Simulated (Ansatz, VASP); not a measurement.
Given: the input of a run of Ansatz 0.2.0 on AlN.

File input.yaml:

```yaml
crystal:
  lattice:
    - [0.0, 2.1839935596, 2.1839935596]
    - [2.1839935596, 0.0, 2.1839935596]
    - [2.1839935596, 2.1839935596, 0.0]
  atoms:
    - { symbol: Al, position: [0.0, 0.0, 0.0] }
    - { symbol: "N", position: [0.25, 0.25, 0.25] }
kpoints:
  mp_grid: { grid: [10, 10, 10] }
scf:
  occupations: { method: gaussian, width: 0.019 }
hamiltonian:
  xc: pbe
  pseudopotentials: { kind: all_electron, lapw: { basis_error: 0.001 } }
output:
  forces: true
  stress: true
  eigenvalues: true
```

Potentials or basis: all-electron LAPW, scalar-relativistic.

Command:

```bash
$ ansatz run input.yaml --threads 1 --pin off --max-ram 3072MiB --backend cpu --events-out ev --progress --plain --runs-dir out
```

Question: Translate it to VASP 6.6.1. Potentials there: VASP PAW PBE potentials, release 64 (Al, N).

Answer: As run (the cutoff follows the program's own potentials):

INCAR

```
  PREC = Accurate
  ENCUT = 520
  EDIFF = 1E-7
  ISMEAR = 0
  SIGMA = 0.019000000000000003
  LREAL = False
  LASPH = True
  NELM = 80
  ALGO = Normal
  ISIF = 2
  LWAVE = False
  LCHARG = False
  GGA = PE
  NBANDS = 11
```

The input KPOINTS:

```
Automatic mesh
0
Gamma
  10 10 10
```

Contents of POSCAR:

```
AlN
1.0
    0.0000000000      2.1839935596      2.1839935596
    2.1839935596      0.0000000000      2.1839935596
    2.1839935596      2.1839935596      0.0000000000
Al N
1 1
Direct
    0.0000000000      0.0000000000      0.0000000000
    0.2500000000      0.2500000000      0.2500000000
```

Potentials or basis: VASP PAW PBE potentials, release 64 (Al, N).

Run with:

```sh
$ cat potpaw_PBE.64/Al/POTCAR potpaw_PBE.64/N/POTCAR > POTCAR
$ mpirun -np 1 vasp_std > vasp.out
```

Both were run:

|  | VASP | Ansatz | Ansatz less VASP |
| --- | --- | --- | --- |
| gap on the k mesh at the Fermi level (eV) | 3.32 | 3.32 | 0.000 |
| least direct gap on the mesh (eV) | 4.20 | 4.19 | -0.004 |
| pressure (GPa) | 4.6 | 4.8 | +0.16 |

Ansatz ran all-electron here, and VASP with PAW potentials.
